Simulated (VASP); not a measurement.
A run of VASP 6.6.1:

File INCAR:

```
ALGO     = Normal         # electronic algorithm
EDIFF    = 1E-6           # SCF threshold, eV
ENCUT    = 520            # plane-wave cutoff, eV
GGA      = PE             # functional
ISIF     = 2              # what is computed and relaxed
ISMEAR   = 0              # smearing method
LASPH    = True           # aspherical terms in the spheres
LCHARG   = True           # write CHGCAR
LELF     = True           # ELF
LREAL    = False          # projectors in reciprocal space
LVHAR    = True         
LWAVE    = False          # write WAVECAR
NBANDS   = 41             # bands
NELM     = 100            # most SCF steps
PREC     = Accurate       # precision mode
SIGMA    = 0.1            # smearing width, eV
```

File KPOINTS:

```
k-points
0
Gamma
  4 4 4
```

File POSCAR:

```
CaPtCl6
1.0
    0.0000000000      5.0790517221      5.0790517221
    5.0790517221      0.0000000000      5.0790517221
    5.0790517221      5.0790517221      0.0000000000
Ca Pt Cl
1 1 6
Direct
    0.5000000000      0.5000000000      0.5000000000
    0.0000000000      0.0000000000      0.0000000000
    0.7696729472      0.2303270528      0.2303270528
    0.2303270528      0.7696729472      0.7696729472
    0.2303270528      0.7696729472      0.2303270528
    0.7696729472      0.2303270528      0.7696729472
    0.2303270528      0.2303270528      0.7696729472
    0.7696729472      0.7696729472      0.2303270528
```

Potentials or basis: VASP PAW PBE potentials, release 64 (Ca_sv, Pt, Cl).

Launch:

```console
$ cat potpaw_PBE.64/Ca_sv/POTCAR potpaw_PBE.64/Pt/POTCAR potpaw_PBE.64/Cl/POTCAR > POTCAR
$ mpirun -np 1 vasp_std > vasp.out
```

Hardware: 1 thread of Intel(R) Xeon(R) 6975P-C (Granite Rapids), with other jobs on the host.

**Question.** Estimate the wall time of this run.

**Answer.** Wall time 70 s on 1 thread of Intel(R) Xeon(R) 6975P-C (Granite Rapids) (shared host), peak memory 0.42 GiB. Counts: scf iterations 14, k points 8.
